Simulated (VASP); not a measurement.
Crystal: NiO.

```
Ni O
1.0
     0.00000    2.08590    2.08590
     2.08590    0.00000    2.08590
     2.08590    2.08590    0.00000
Ni O
1 1
Direct
  0.00000 0.00000 0.00000
  0.50000 0.50000 0.50000
```

Base run:

* Program: VASP 6.6.1
* Functional: r2SCAN
* Potentials or basis: VASP PAW PBE potentials, release 64 (Ni, O)
* Cutoff: 520 eV
* k mesh: 11 × 11 × 11
* Occupations: fermi-dirac, width 0.05 eV
* Spin: collinear spin, ferromagnetic start
* Starting moments: [1.0, 0.0] μB

Its results: band gap on the k mesh 0.74 eV (least direct gap 1.70 eV); pressure 2.8 GPa; net moment 2.00 μB per cell; site moments Ni +1.69; O +0.28 μB.

Question: The run is repeated on the same cell with these changes: functional from r2SCAN to r2SCAN0; k mesh from 11 × 11 × 11 to 6 × 6 × 6. What comes out?

Answer: Band gap on the k mesh 4.89 eV (least direct gap 5.88 eV); pressure 0.5 GPa; net moment 2.00 μB per cell; site moments Ni +1.78; O +0.21 μB.

Several settings changed at once.

Caveats: some runs use coarse meshes; the PAW data sets were made with another functional, which shifts forces and pressure a little; a cell with one magnetic atom can't hold antiferromagnetic order, which such compounds often take; semilocal functionals underestimate gaps, and a narrow one can read as zero (at least some runs); an odd mesh through Γ misses points on the zone boundary, where band edges can lie (at least some runs).
